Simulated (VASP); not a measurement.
Crystal: BN (Qingsongite).

```xyz
2
Lattice="0.0000 1.8048 1.8048 1.8048 0.0000 1.8048 1.8048 1.8048 0.0000" Properties=species:S:1:pos:R:3 pbc="T T T"
B     0.0000    0.0000    0.0000
N     0.9024    0.9024    0.9024
```

Base run:

* Program: VASP 6.6.1
* Functional: r2SCAN
* Potentials or basis: VASP PAW PBE potentials, release 64 (B, N)
* Cutoff: 520 eV
* k mesh: 12 × 12 × 12
* Occupations: gaussian, width 0.01 eV
* Spin: no spin polarisation

Its results: band gap on the k mesh 4.98 eV, indirect (least direct gap 9.55 eV); pressure 1.1 GPa.

Q: The run is repeated on the same cell with these changes: functional from r2SCAN to PBE; occupations from gaussian, width 0.01 eV to fermi-dirac, width 0.02 eV. What comes out?

A: Band gap on the k mesh 4.46 eV, indirect (least direct gap 8.84 eV); pressure 5.0 GPa.

Caveats: the PAW data sets were made with another functional, which shifts forces and pressure a little (some runs).

A k mesh can miss the band edges.
